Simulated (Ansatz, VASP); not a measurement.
**One calculation of SiO2, two programs**

The input INCAR:

```
  ALGO = Normal
  EDIFF = 1E-7
  ENCUT = 520
  GGA = PE
  ISIF = 2
  ISMEAR = -1
  LASPH = True
  LCHARG = True
  LELF = True
  LREAL = False
  LVHAR = True
  LWAVE = False
  NBANDS = 15
  NELM = 60
  PREC = Accurate
  SIGMA = 0.02
```

Contents of KPOINTS:

```
k-points
0
Gamma
  10 10 10
```

Contents of POSCAR:

```
SiO2
1.0
   -0.0938886735      2.2042429805      2.2042429805
    2.2042429805     -0.0938886735      2.2042429805
    2.2042429805      2.2042429805     -0.0938886735
Si O
1 2
Direct
    0.0000000000      0.0000000000      0.0000000000
    0.2492576383      0.2492576383      0.2492576383
    0.7507423617      0.7507423617      0.7507423617
```

Input for Ansatz:

```yaml
crystal:
  lattice:
    - [-0.0938886735, 2.2042429805, 2.2042429805]
    - [2.2042429805, -0.0938886735, 2.2042429805]
    - [2.2042429805, 2.2042429805, -0.0938886735]
  atoms:
    - { symbol: Si, position: [0.0, 0.0, 0.0] }
    - { symbol: O, position: [0.2492576383, 0.2492576383, 0.2492576383] }
    - { symbol: O, position: [0.7507423617, 0.7507423617, 0.7507423617] }
kpoints:
  mp_grid: { grid: [10, 10, 10] }
  band_path:
    path:
      - [0.0, 0.0, 0.0]
      - [0.5, 0.0, 0.5]
      - [0.625, 0.25, 0.625]
      - [0.375, 0.375, 0.75]
      - [0.5, 0.5, 0.5]
      - [0.5, 0.25, 0.75]
    npoints: 1
hamiltonian:
  xc: pbe
scf:
  occupations: { method: fermi_dirac, width: 0.02 }
  n_extra_bands: 4
output:
  forces: true
  stress: true
  eigenvalues: true
```

Change from the starting cell: epitaxial_111 strain +1.5%.

Alike in both runs: task single point; functional PBE; k mesh 10 × 10 × 10; occupations fermi-dirac, width 0.02 eV; no spin polarisation.

|  | VASP | Ansatz |
| --- | --- | --- |
| version | VASP 6.6.1 | Ansatz 0.2.0 |
| potentials or method | VASP PAW PBE potentials, release 64 (Si, O) | plane waves, PAW |
| plane-wave cutoff (eV) | 520 | 420 |
| valence electrons in the cell | 16 | 16 |

VASP gave:

```
gap on the k mesh at the Fermi level (eV)                     : 2.21
pressure (GPa)                                                : 17.1
traceless stress, the component that is largest in VASP (GPa) : -2.83
rms of the force components (eV/Å)                            : 0.033
```

What did Ansatz give for the same quantities?

gap on the k mesh at the Fermi level (eV): 2.24; pressure (GPa): 16.7; traceless stress, the component that is largest in VASP (GPa): -2.95; rms of the force components (eV/Å): 0.030.

Atom by atom the forces differ by 0.003 eV/Å (rms over components).
